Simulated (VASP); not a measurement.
# Mg5CdSe6 in VASP: a series of runs, part 2 of 2

VASP 6.6.1. The steps go on from the part before.

### 3 Single point, PBE

INCAR reads:

```
SYSTEM = Mg5CdSe6
PREC = Accurate ; ENCUT = 520
EDIFF = 1E-7 ; ISMEAR = 0
SIGMA = 0.1 ; LREAL = .FALSE.
LASPH = .TRUE. ; NELM = 100
ALGO = Normal ; ISIF = 2
LWAVE = .FALSE. ; LCHARG = .FALSE.
GGA = PE ; NBANDS = 41
```

KPOINTS reads:

```
regular mesh
0
G
  4 4 1
  0 0 0
```

POSCAR reads:

```
Mg5CdSe6
1.0
    4.2822775466     -0.0004402435      0.0019270538
   -0.0004685566      4.2797958887      0.0010452835
    0.0068885894      0.0020753458     17.9533040709
Mg Cd Se
5 1 6
Direct
    0.0006984522      0.0007872047      0.6642926821
    0.5014454533      0.4999989331      0.8289323012
    0.4996733018      0.4998826909      0.1710336826
   -0.0003065524     -0.0005362982      0.3358877822
    0.4998474421      0.5001433584      0.5001316070
   -0.0007744631     -0.0012633259     -0.0000895135
    0.5005314219      0.0002020872      0.7465603959
    0.0009240903      0.4991830902      0.9106733037
    0.4990724713      0.0001494543      0.0890960031
   -0.0005030124      0.4998345489      0.2534338337
    0.4995569346      0.0005864316      0.4180302002
   -0.0001655396      0.5010318247      0.5820177218
```

Potentials or basis: VASP PAW PBE potentials, release 64 (Mg, Cd, Se).

Started as:

```bash
cat potpaw_PBE.64/Mg/POTCAR potpaw_PBE.64/Cd/POTCAR potpaw_PBE.64/Se/POTCAR > POTCAR
mpirun -np 1 vasp_std > vasp.out
```

OUTCAR:

```text
SYSTEM = Mg5CdSe6
   PREC = Accurate
   ENCUT = 520
   EDIFF = 1E-7
   ISMEAR = 0
   LREAL = .FALSE.
   LASPH = .TRUE.
   NELM = 100
   ISIF = 2
   GGA = PE

 ion  position               nearest neighbor table
   1  0.001  0.001  0.664-  12 2.60  12 2.60   7 2.60   7 2.60
   2  0.501  0.500  0.829-   8 2.59   8 2.60   7 2.60   7 2.60
   3  0.500  0.500  0.171-   9 2.60   9 2.60  10 2.60  10 2.60
   4  1.000  0.999  0.336-  11 2.60  11 2.60  10 2.60  10 2.60
   5  0.500  0.500  0.500-  12 2.60  11 2.60  12 2.60  11 2.60
   6  0.999  0.999  1.000-   8 2.67   9 2.67   9 2.67   8 2.67
   7  0.501  0.000  0.747-   1 2.60   2 2.60   2 2.60   1 2.60
   8  0.001  0.499  0.911-   2 2.59   2 2.60   6 2.67   6 2.67
   9  0.499  0.000  0.089-   3 2.60   3 2.60   6 2.67   6 2.67
  10  0.999  0.500  0.253-   4 2.60   3 2.60   3 2.60   4 2.60
  11  0.500  0.001  0.418-   5 2.60   4 2.60   5 2.60   4 2.60
  12  1.000  0.501  0.582-   5 2.60   5 2.60   1 2.60   1 2.60

  LATTYP: Found a triclinic cell.
 ALAT       =    18.4534791807
 B/A-ratio  =     0.2320580288
 C/A-ratio  =     0.2319235305
 COS(alpha) =     0.0002121770
 COS(beta)  =     0.0003992770
[... 632 lines left out ...]
     41       6.7096      0.00000

------------------------ aborting loop because EDIFF is reached ----------------------------------------

  FORCE on cell =-STRESS in cart. coord.  units (eV):
  Direction    XX          YY          ZZ          XY          YZ          ZX
  --------------------------------------------------------------------------------------
  -------------------------------------------------------------------------------------
  Total       -0.0829485     -0.0540707     -0.0484229      0.0043626      0.0119949     -0.0416373
  in kB       -0.4039028     -0.2632876     -0.2357868      0.0212428      0.0584071     -0.2027454
  external PRESSURE =      -0.3009924 kB  Pullay stress =       0.0000000 kB

 VOLUME and BASIS-vectors are now :
 -----------------------------------------------------------------------------
  energy-cutoff  :      520.00
  volume of cell :      329.04
      direct lattice vectors                 reciprocal lattice vectors
     4.282277547 -0.000440244  0.001927054     0.233520638  0.000025588 -0.000089604
    -0.000468557  4.279795889  0.001045284     0.000024033  0.233656012 -0.000027019
     0.006888589  0.002075346 17.953304071    -0.000025067 -0.000013607  0.055700065

 POSITION                                       TOTAL-FORCE (eV/Angst)
 -----------------------------------------------------------------------------------
      0.00757      0.00475     11.92625        -0.000713      0.001727      0.006461
      2.15280      2.14139     14.88356        -0.005761      0.000666      0.014343
      2.14068      2.13953      3.07211         0.000643      0.004298     -0.013165
      4.28281      4.27776      6.03327         0.001059      0.006864     -0.015582
      2.14370      2.14133      8.98050         0.002878      0.007993     -0.008172
      4.28538      4.27602     17.95467         0.001514      0.004765      0.003472
      2.14856      0.00219     13.40419        -0.000484     -0.000615      0.000659
      0.01000      2.13829     16.35012        -0.000092      0.000046     -0.055969
      2.13778      0.00060      1.60053         0.003280     -0.006417      0.060033
      4.28164      2.13928      4.55242        -0.000711     -0.003557     -0.002490
      2.14212      0.00316      7.50599        -0.000400     -0.009152     -0.008768
      4.28534      2.14508     10.45159        -0.001212     -0.006618      0.019178
 -----------------------------------------------------------------------------------
    total drift:                               -0.000030      0.000051     -0.000000

  FREE ENERGIE OF THE ION-ELECTRON SYSTEM (eV)
  ---------------------------------------------------
  free  energy   TOTEN  =       -43.0298900959 eV

  energy  without entropy=      -43.0298900959  energy(sigma->0) =      -43.02989010
```

OSZICAR:

```text
N       E                     dE             d eps       ncg     rms          rms(c)
DAV:   1     0.301290211560E+03    0.30129E+03   -0.22460E+04   820   0.115E+03
DAV:   2    -0.162547070021E+02   -0.31754E+03   -0.30598E+03  1064   0.213E+02
DAV:   3    -0.448553519145E+02   -0.28601E+02   -0.28478E+02   981   0.647E+01
DAV:   4    -0.452871329033E+02   -0.43178E+00   -0.43134E+00  1023   0.885E+00
DAV:   5    -0.452912817023E+02   -0.41488E-02   -0.41480E-02  1015   0.878E-01    0.861E+00
DAV:   6    -0.431906827443E+02    0.21006E+01   -0.38599E+00   982   0.872E+00    0.633E+00
DAV:   7    -0.429983693930E+02    0.19231E+00   -0.14444E+00   980   0.402E+00    0.286E+00
DAV:   8    -0.430225812444E+02   -0.24212E-01   -0.76405E-02   909   0.164E+00    0.663E-01
DAV:   9    -0.430278981067E+02   -0.53169E-02   -0.10985E-02   974   0.740E-01    0.177E-01
DAV:  10    -0.430291913940E+02   -0.12933E-02   -0.19825E-03   924   0.282E-01    0.123E-01
DAV:  11    -0.430297422205E+02   -0.55083E-03   -0.45409E-04   934   0.860E-02    0.319E-02
DAV:  12    -0.430298722906E+02   -0.13007E-03   -0.13213E-04   938   0.522E-02    0.134E-02
DAV:  13    -0.430298884905E+02   -0.16200E-04   -0.22334E-05   951   0.178E-02    0.427E-03
DAV:  14    -0.430298893543E+02   -0.86387E-06   -0.21004E-06   997   0.648E-03    0.296E-03
DAV:  15    -0.430298897936E+02   -0.43926E-06   -0.79789E-07   983   0.344E-03    0.110E-03
DAV:  16    -0.430298900224E+02   -0.22878E-06   -0.24332E-07   825   0.196E-03    0.721E-04
DAV:  17    -0.430298900959E+02   -0.73526E-07   -0.49681E-08   677   0.886E-04
   1 F= -.43029890E+02 E0= -.43029890E+02  d E =-.356654E-11
```

It took 4.3 min on 1 thread of Intel Xeon Platinum 8488C (Sapphire Rapids), shared host; peak memory 0.43 GiB.

Results:

- Free energy: -43.0299 eV
- Pressure: 0.0 GPa
- Largest force: 0.060 eV/Å
- Band gap on the k mesh: 1.99 eV

Forces in eV/Å, atoms in the order of the input:
```
Mg  -0.001  0.002  0.006
Mg  -0.006  0.001  0.014
Mg   0.001  0.004 -0.013
Mg   0.001  0.007 -0.016
Mg   0.003  0.008 -0.008
Cd   0.002  0.005  0.003
Se   0.000 -0.001  0.001
Se   0.000  0.000 -0.056
Se   0.003 -0.006  0.060
Se  -0.001 -0.004 -0.002
Se   0.000 -0.009 -0.009
Se  -0.001 -0.007  0.019
```

### 4 Single point, PBE

INCAR reads:

```
ALGO = Normal
EDIFF = 1E-6
ENCUT = 520
GGA = PE
ISIF = 2
ISMEAR = 0
LASPH = T
LCHARG = F
LREAL = F
LWAVE = F
NBANDS = 41
NELM = 100
PREC = Accurate
SIGMA = 0.02
```

KPOINTS reads:

```
k-points
0
Gamma
  6 6 2
```

POSCAR reads:

```
Mg5CdSe6
1.0
    4.2700588000      0.0000000000      0.0000000000
    0.0000000000      4.2700588000      0.0000000000
    0.0000000000      0.0000000000     18.0273042000
Mg Cd Se
5 1 6
Direct
    0.0000000000      0.0000000000      0.6645890000
    0.5000000000      0.5000000000      0.8292230000
    0.5000000000      0.5000000000      0.1707770000
    0.0000000000      0.0000000000      0.3354110000
    0.5000000000      0.5000000000      0.5000000000
    0.0000000000      0.0000000000      0.0000000000
    0.5000000000      0.0000000000      0.7469050000
    0.0000000000      0.5000000000      0.9108540000
    0.5000000000      0.0000000000      0.0891460000
    0.0000000000      0.5000000000      0.2530950000
    0.5000000000      0.0000000000      0.4177070000
    0.0000000000      0.5000000000      0.5822930000
```

Started as:

```bash
cat potpaw_PBE.64/Mg/POTCAR potpaw_PBE.64/Cd/POTCAR potpaw_PBE.64/Se/POTCAR > POTCAR
mpirun -np 1 vasp_std > vasp.out
```

It took 6.6 min on 1 thread of Intel Xeon Platinum 8488C (Sapphire Rapids), shared host; peak memory 0.52 GiB.

The run converged. Its results:

| Item | Value |
| --- | --- |
| Free energy | -43.0766 eV |
| Pressure | 0.0 GPa |
| Largest force | 0.034 eV/Å |
| Band gap on the k mesh | 1.99 eV |

Forces in eV/Å, atoms in the order of the input:
```
Mg   0.000  0.000  0.000
Mg   0.000  0.000  0.001
Mg   0.000  0.000 -0.001
Mg   0.000  0.000  0.000
Mg   0.000  0.000  0.000
Cd   0.000  0.000  0.000
Se   0.000  0.000  0.000
Se   0.000  0.000 -0.034
Se   0.000  0.000  0.034
Se   0.000  0.000  0.000
Se   0.000  0.000  0.000
Se   0.000  0.000  0.000
```

Levels at points of the mesh, in eV from the valence-band top:
```
           k point  band 26  band 27  band 28  band 29  band 30  band 31  band 32  band 33
(0.00, 0.00, 0.00)    -0.43    -0.11     0.00     0.00     1.99     3.31     3.48     3.69
(0.50, 0.00, 0.00)    -0.63    -0.63    -0.57    -0.20     3.35     4.16     4.19     4.19
(0.50, 0.50, 0.00)    -1.30    -1.27    -1.27    -1.27     3.30     3.30     4.03     4.37
(0.00, 0.00, 0.50)    -0.33    -0.33    -0.02    -0.02     2.35     2.78     3.41     3.62
(0.50, 0.00, 0.50)    -0.57    -0.54    -0.48    -0.20     3.28     3.89     4.45     4.79
(0.50, 0.50, 0.50)    -1.36    -1.36    -1.34    -1.34     3.56     3.56     3.70     3.70
```

A k mesh can miss the band edges.

### 5 Single point, PBE

INCAR reads:

```
SYSTEM = Mg5CdSe6
  ALGO = Normal
  EDIFF = 1E-6
  ENCUT = 520
  GGA = PE
  ISIF = 2
  ISMEAR = 0
  LASPH = .True.
  LCHARG = .True.
  LELF = .True.
  LREAL = .False.
  LVHAR = .True.
  LWAVE = .False.
  NBANDS = 41
  NELM = 60
  PREC = Accurate
  SIGMA = 0.02
```

KPOINTS reads:

```
k-points
0
Gamma
  6 6 2
  0 0 0
```

POSCAR is that of step 4.

Potentials or basis: VASP PAW PBE potentials, release 64 (Mg, Cd, Se).

Started as:

```bash
cat potpaw_PBE.64/Mg/POTCAR potpaw_PBE.64/Cd/POTCAR potpaw_PBE.64/Se/POTCAR > POTCAR
mpirun -np 1 vasp_std > vasp.out
```

OUTCAR:

```text
SYSTEM = Mg5CdSe6
   EDIFF = 1E-6
   ENCUT = 520
   GGA = PE
   ISIF = 2
   ISMEAR = 0
   LASPH = .True.
   LREAL = .False.
   NELM = 60
   PREC = Accurate

 ion  position               nearest neighbor table
   1  0.000  0.000  0.665-  12 2.60  12 2.60   7 2.60   7 2.60
   2  0.500  0.500  0.829-   8 2.59   8 2.59   7 2.60   7 2.60
   3  0.500  0.500  0.171-   9 2.59   9 2.59  10 2.60  10 2.60
   4  0.000  0.000  0.335-  11 2.60  11 2.60  10 2.60  10 2.60
   5  0.500  0.500  0.500-  11 2.60  12 2.60  11 2.60  12 2.60
   6  0.000  0.000  0.000-   8 2.67   9 2.67   8 2.67   9 2.67
   7  0.500  0.000  0.747-   1 2.60   1 2.60   2 2.60   2 2.60
   8  0.000  0.500  0.911-   2 2.59   2 2.59   6 2.67   6 2.67
   9  0.500  0.000  0.089-   3 2.59   3 2.59   6 2.67   6 2.67
  10  0.000  0.500  0.253-   4 2.60   4 2.60   3 2.60   3 2.60
  11  0.500  0.000  0.418-   5 2.60   5 2.60   4 2.60   4 2.60
  12  0.000  0.500  0.582-   5 2.60   5 2.60   1 2.60   1 2.60

  LATTYP: Found a simple tetragonal cell.
 ALAT       =     4.2700588000
 C/A-ratio  =     4.2217929645

  Lattice vectors:

 A1 = (   4.2700588000,   0.0000000000,   0.0000000000)
 A2 = (   0.0000000000,   4.2700588000,   0.0000000000)
 A3 = (   0.0000000000,   0.0000000000,  18.0273042000)

Analysis of symmetry for initial positions (statically):
=====================================================================
 Subroutine PRICEL returns:
 Original cell was already a primitive cell.

 Routine SETGRP: Setting up the symmetry group for a
 simple tetragonal supercell.

 Subroutine GETGRP returns: Found  8 space group operations
 (whereof  8 operations were pure point group operations)
 out of a pool of 16 trial point group operations.

The static configuration has the point symmetry D_2d.

Analysis of symmetry for dynamics (positions and initial velocities):
=====================================================================
 Subroutine PRICEL returns:
 Original cell was already a primitive cell.

 Routine SETGRP: Setting up the symmetry group for a
 simple tetragonal supercell.

 Subroutine GETGRP returns: Found  8 space group operations
 (whereof  8 operations were pure point group operations)
 out of a pool of 16 trial point group operations.

The dynamic configuration has the point symmetry D_2d.

 Subroutine INISYM returns: Found  8 space group operations
 (whereof  8 operations are pure point group operations),
 and found     1 'primitive' translations

----------------------------------------------------------------------------------------

                                     Primitive cell

  volume of cell :     328.6991

  direct lattice vectors                    reciprocal lattice vectors
     4.270058800  0.000000000  0.000000000     0.234188813  0.000000000  0.000000000
     0.000000000  4.270058800  0.000000000     0.000000000  0.234188813  0.000000000
     0.000000000  0.000000000 18.027304200     0.000000000  0.000000000  0.055471411

  length of vectors
     4.270058800  4.270058800 18.027304200     0.234188813  0.234188813  0.055471411

  position of ions in fractional coordinates (direct lattice)
     0.000000000  0.000000000  0.664589000
     0.500000000  0.500000000  0.829223000
     0.500000000  0.500000000  0.170777000
[... 75 lines left out ...]
   total plane-waves  NPLWV = 143360
   dimension x,y,z NGX =    32 NGY =   32 NGZ =  140
   dimension x,y,z NGXF=    64 NGYF=   64 NGZF=  280
   ions per type =               5   1   6
   NGX,Y,Z   is equivalent  to a cutoff of  12.46, 12.46, 12.91 a.u.
   NGXF,Y,Z  is equivalent  to a cutoff of  24.92, 24.92, 25.82 a.u.
 SYSTEM =  Mg5CdSe6
   PREC   = accura    normal or accurate (medium, high low for compatibility)
   ISTART =      0    job   : 0-new  1-cont  2-samecut
   ICHARG =      2    charge: 1-file 2-atom 10-const
   ISPIN  =      1    spin polarized calculation?
   LNONCOLLINEAR =      F non collinear calculations
   LSORBIT =      F    spin-orbit coupling
   LASPH  =      T    aspherical Exc in radial PAW
   ENCUT  =  520.0 eV  38.22 Ry    6.18 a.u.   7.94  7.94 33.52*2*pi/ulx,y,z
   NELM   =     60;   NELMIN=  2; NELMDL= -5     # of ELM steps
   EDIFF  = 0.1E-05   stopping-criterion for ELM
   LREAL  =      F    real-space projection
   EDIFFG = 0.1E-04   stopping-criterion for IOM
   NSW    =      0    number of steps for IOM
   IBRION =     -1    ionic relax: 0-MD 1-quasi-New 2-CG
   NFREE  =      0    steps in history (QN), initial steepest desc. (CG)
   ISIF   =      2    stress and relaxation
   ISYM   =      2    0-nonsym 1-usesym 2-fastsym
   POTIM  = 0.5000    time-step for ionic-motion
   TEBEG  =    0.0;   TEEND  =   0.0 temperature during run
   PSTRESS=    0.0 pullay stress
   NELECT =      58.0000    total number of electrons
   NUPDOWN=      -1.0000    fix difference up-down
   EMIN   =  10.00;   EMAX   =-10.00  energy-range for DOS
   EFERMI =   0.00;   METHOD = LEGACY
   ISMEAR =     0;   SIGMA  =   0.02  broadening in eV -4-tet -1-fermi 0-gaus
   EFERMI_NEDOS =   21; number of points for ismear=-14 and -15
   IALGO  =     38    algorithm
   IMIX   =      4    mixing-type and parameters
     AMIX     =   0.40;   BMIX     =  1.00
     AMIX_MAG =   1.60;   BMIX_MAG =  1.00
  volume/ion in A,a.u.               =      27.39       184.85
  Fermi-wavevector in a.u.,A,eV,Ry     =   0.918230  1.735203 11.471694  0.843146
  Thomas-Fermi vector in A             =   2.043288
   LORBIT       =      0    0 simple, 1 ext, 2 COOP (PROOUT), +10 PAW based schemes
   GGA     = PE    functional components
   LHFCALC =     F    Hartree Fock is set to
   AEXX    =    0.0000 exact exchange contribution
   IVDW    =     0    specifies the selected vdW correction
   LEPSILON=     F    determine dielectric tensor
   LRPA    =     F    only Hartree local field effects (RPA)
 non-spin polarized calculation
 Gauss-broadening in eV      SIGMA  =   0.02
  energy-cutoff  :      520.00
  volume of cell :      328.70
 maximum number of plane-waves:      8936
 NGX is ok and might be reduce to    32
   NGX = 15   NGY = 15   NGZ = 67

 number of electron      57.9999993 magnetization

 Free energy of the ion-electron system (eV)
  ---------------------------------------------------
  ext. energy  EPLUGINS =         0.00000000
  ---------------------------------------------------
  free energy    TOTEN  =       -43.07655942 eV

  energy without entropy =      -43.07655942  energy(sigma->0) =      -43.07655942

 E-fermi :   0.7375     XC(G=0):  -8.1923

 val. band max:        0.6388384825   @ k =   0.0000   0.0000   0.0000
 cond. band min:       2.6323968695   @ k =   0.0000   0.0000   0.0000
 fundamental gap:      1.9935583869
 Fermi energy:         0.7375361612

 k-point     1 :       0.0000    0.0000    0.0000
  band No.  band energies     occupation
      1     -11.1441      2.00000
      2     -10.9936      2.00000
      3     -10.9791      2.00000
      4     -10.7131      2.00000
      5     -10.6019      2.00000
      6     -10.4395      2.00000
[... 869 lines left out ...]
     40       7.0414      0.00000
     41       7.3830      0.00000

------------------------ aborting loop because EDIFF is reached ----------------------------------------

  FORCE on cell =-STRESS in cart. coord.  units (eV):
  Direction    XX          YY          ZZ          XY          YZ          ZX
  --------------------------------------------------------------------------------------
  -------------------------------------------------------------------------------------
  Total       -0.0341932     -0.0341932      0.0143833      0.0000000      0.0000000      0.0000000
  in kB       -0.1666681     -0.1666681      0.0701083      0.0000000      0.0000000      0.0000000
  external PRESSURE =      -0.0877426 kB  Pullay stress =       0.0000000 kB

 VOLUME and BASIS-vectors are now :
 -----------------------------------------------------------------------------
  energy-cutoff  :      520.00
  volume of cell :      328.70
      direct lattice vectors                 reciprocal lattice vectors
     4.270058800  0.000000000  0.000000000     0.234188813  0.000000000  0.000000000
     0.000000000  4.270058800  0.000000000     0.000000000  0.234188813  0.000000000
     0.000000000  0.000000000 18.027304200     0.000000000  0.000000000  0.055471411

 POSITION                                       TOTAL-FORCE (eV/Angst)
 -----------------------------------------------------------------------------------
      0.00000      0.00000     11.98075         0.000000      0.000000     -0.000161
      2.13503      2.13503     14.94866         0.000000     -0.000000      0.000756
      2.13503      2.13503      3.07865         0.000000      0.000000     -0.000756
      0.00000      0.00000      6.04656         0.000000     -0.000000      0.000161
      2.13503      2.13503      9.01365         0.000000      0.000000     -0.000000
      0.00000      0.00000      0.00000         0.000000      0.000000     -0.000000
      2.13503      0.00000     13.46468        -0.000000      0.000000     -0.000406
      0.00000      2.13503     16.42024         0.000000      0.000000     -0.034319
      2.13503      0.00000      1.60706         0.000000     -0.000000      0.034319
      0.00000      2.13503      4.56262         0.000000      0.000000      0.000406
      2.13503      0.00000      7.53013         0.000000      0.000000      0.000019
      0.00000      2.13503     10.49717         0.000000      0.000000     -0.000019
 -----------------------------------------------------------------------------------
    total drift:                                0.000000      0.000000      0.000000

  FREE ENERGIE OF THE ION-ELECTRON SYSTEM (eV)
  ---------------------------------------------------
  free  energy   TOTEN  =       -43.0765594177 eV

  energy  without entropy=      -43.0765594177  energy(sigma->0) =      -43.07655942
```

Wall time 5.5 min (1 thread of Intel Xeon Platinum 8488C (Sapphire Rapids), shared host); peak memory 0.53 GiB.

What came out:

* Free energy: -43.0766 eV
* Pressure: 0.0 GPa
* Largest force: 0.034 eV/Å
* Band gap on the k mesh: 1.99 eV

Forces in eV/Å, atoms in the order of the input:
```
Mg   0.000  0.000  0.000
Mg   0.000  0.000  0.001
Mg   0.000  0.000 -0.001
Mg   0.000  0.000  0.000
Mg   0.000  0.000  0.000
Cd   0.000  0.000  0.000
Se   0.000  0.000  0.000
Se   0.000  0.000 -0.034
Se   0.000  0.000  0.034
Se   0.000  0.000  0.000
Se   0.000  0.000  0.000
Se   0.000  0.000  0.000
```

A k mesh can miss the band edges.

### 6 Overview

```csv
cell,k mesh,smearing,gap on the mesh (eV),pressure (GPa),largest force (eV/Å)
"a = 4.270, b = 4.270, c = 18.027 Å, 12 atoms, atomic positions A",4 × 4 × 1,gaussian 0.1 eV,1.99,0.0,0.05
"a = 4.282, b = 4.280, c = 17.953 Å, 12 atoms, atomic positions B",4 × 4 × 1,gaussian 0.1 eV,1.99,0.0,0.06
"a = 4.270, b = 4.270, c = 18.027 Å, 12 atoms, atomic positions A",6 × 6 × 2,gaussian 0.02 eV,1.99,0.0,0.03
```

Alike in all rows: task single point; level PBE; potentials or basis VASP PAW PBE potentials, release 64 (Mg, Cd, Se); no spin polarisation; cutoff (eV) 520.

Total energies depend on the potentials used, so only differences within one code and one set of settings carry meaning.
